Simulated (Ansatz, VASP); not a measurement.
# AlSn: VASP beside Ansatz

```
Sn Al
1.0
     4.19811    0.00000    0.00000
    -2.09905    3.63567    0.00000
     0.00000    0.00000    3.30685
Sn Al
1 1
Direct
  0.33333 0.66667 0.50000
  0.00000 0.00000 0.00000
```

Alike in both runs: task relaxation of cell and atoms; functional PBEsol; k mesh 7 × 7 × 8; occupations fermi-dirac, width 0.05 eV; no spin polarisation.

|  | VASP | Ansatz |
| --- | --- | --- |
| version | VASP 6.6.1 | Ansatz 0.2.0 |
| potentials or method | VASP PAW PBE potentials, release 64 (Sn_d, Al) | Ansatz PAW |
| plane-wave cutoff (eV) | 600 | 420 |
| valence electrons in the cell | 17 | 17 |

VASP gave:

```
gap on the k mesh at the Fermi level, each at its own relaxed structure (eV) : none
relaxed volume (Å³/atom)                                                     : 24.36
relaxed cell length with the largest relative difference (Å)                 : 3.283
```

Q: Estimate Ansatz's values.

A: gap on the k mesh at the Fermi level, each at its own relaxed structure (eV): none; relaxed volume (Å³/atom): 24.35; relaxed cell length with the largest relative difference (Å): 3.282.

VASP's potentials were made for PBE, not for PBEsol. A gap of «none» marks a metal or a gap that the smearing closes.

Noted on Ansatz's run: the plane-wave basis is chosen anew once the cell has moved, so the energies of steps on either side of that aren't comparable.
